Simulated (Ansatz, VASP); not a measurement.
Two plane-wave programs on Co

File INCAR:

```
ALGO = Normal
EDIFF = 1E-6
ENCUT = 520
ISIF = 2
ISMEAR = -1
ISPIN = 2
LASPH = True
LCHARG = True
LELF = True
LMAXMIX = 4
LORBIT = 11
LREAL = False
LVHAR = True
LWAVE = False
MAGMOM = 3.2 3.2
NBANDS = 20
NELM = 150
PREC = Accurate
SIGMA = 0.25
```

KPOINTS

```
k-points
0
Gamma
  14 14 8
```

File POSCAR:

```
Co
1.0
    2.4873648700      0.0000000000      0.0000000000
   -1.2436824400      2.1541211700      0.0000000000
    0.0000000000      0.0000000000      4.0632895000
Co
2
Direct
    0.6666666700      0.3333333300      0.2598610000
    0.3333333300      0.6666666700      0.7401390000
```

Input for Ansatz:

```yaml
crystal:
  lattice:
    - [2.48736487, 0.0, 0.0]
    - [-1.24368244, 2.15412117, 0.0]
    - [0.0, 0.0, 4.0632895]
  atoms:
    - { symbol: Co, position: [0.66666667, 0.33333333, 0.259861] }
    - { symbol: Co, position: [0.33333333, 0.66666667, 0.740139] }
basis:
  ecutwfc: 470.0
kpoints:
  mp_grid:
    grid: [14, 14, 8]
hamiltonian:
  xc: lda
  pseudopotentials:
    kind: paw
magnetization:
  spin_polarized: true
  per_species:
    Co: 3.2
scf:
  occupations:
    method: fermi_dirac
    width: 0.25
```

Alike in both runs: task single point; functional LDA; k mesh 14 × 14 × 8; occupations fermi-dirac, width 0.25 eV; collinear spin.

|  | VASP | Ansatz |
| --- | --- | --- |
| version | VASP 6.6.1 | Ansatz 0.2.0 |
| potentials or method | VASP PAW LDA potentials, release 64 (Co), cutoff 520 eV | plane waves, PAW |
| valence electrons in the cell | 18 | 34 |

```tsv
	VASP	Ansatz	Ansatz less VASP
net moment per atom (μB)	1.25	1.36	+0.109
size of the moment on the site where the two differ most (μB)	1.25	1.40	+0.146
```

The net moments are unlike, so the other rows may belong to different states. LDA's correlation is that of Perdew and Zunger in VASP and of Perdew and Wang (1992) in Ansatz. Site moments also hang on the region over which each program counts them. VASP's potentials hold 18 valence electrons a cell and Ansatz's 34, so a difference there can come from the potentials and not from the codes. Ansatz's warnings: given moment on shells.
